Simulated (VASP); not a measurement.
TePd, 4 atoms in the cell. Symmetry: P6_3/mmc, No. 194, hexagonal system. The conventional cell has a = 4.159 Å, b = 4.159 Å, c = 5.610 Å, α = 90.00°, β = 90.00°, γ = 120.00°. Te (site symmetry -6m2) has 6 Pd at 2.78 Å and 6 Te at 3.69 Å within 3.7 Å. Pd (site symmetry -3m) has 6 Te at 2.78 Å and 2 Pd at 2.80 Å within 3.7 Å. 

| Property | Result |
| --- | --- |
| Program | VASP 6.6.1 |
| Task | single point |
| Functional | PBEsol |
| Potentials or basis | VASP PAW PBE potentials, release 64 (Te, Pd) |
| Cutoff | 500 eV |
| k mesh | 10 × 10 × 6 |
| Occupations | gaussian, width 0.05 eV |
| Spin | collinear spin |
| Starting moments | [0.0, 0.0, 2.0, 2.0] μB |
| Dipole correction | no |
| Further INCAR settings | ALGO = Normal; EDIFF = 1e-06; NBANDS = 28 |

Potentials or basis: VASP PAW PBE potentials, release 64 (Te, Pd).

Command:

```console
$ cat potpaw_PBE.64/Te/POTCAR potpaw_PBE.64/Pd/POTCAR > POTCAR
$ mpirun -np 1 vasp_std > vasp.out
```

Hardware: 1 thread of Intel Xeon 8259CL (shared host).

How long does it take, and how much memory?

It took 5.3 min on 1 thread of Intel Xeon 8259CL, with other jobs on the host, peak memory 0.34 GiB. Counts: scf iterations 14, k points 56.
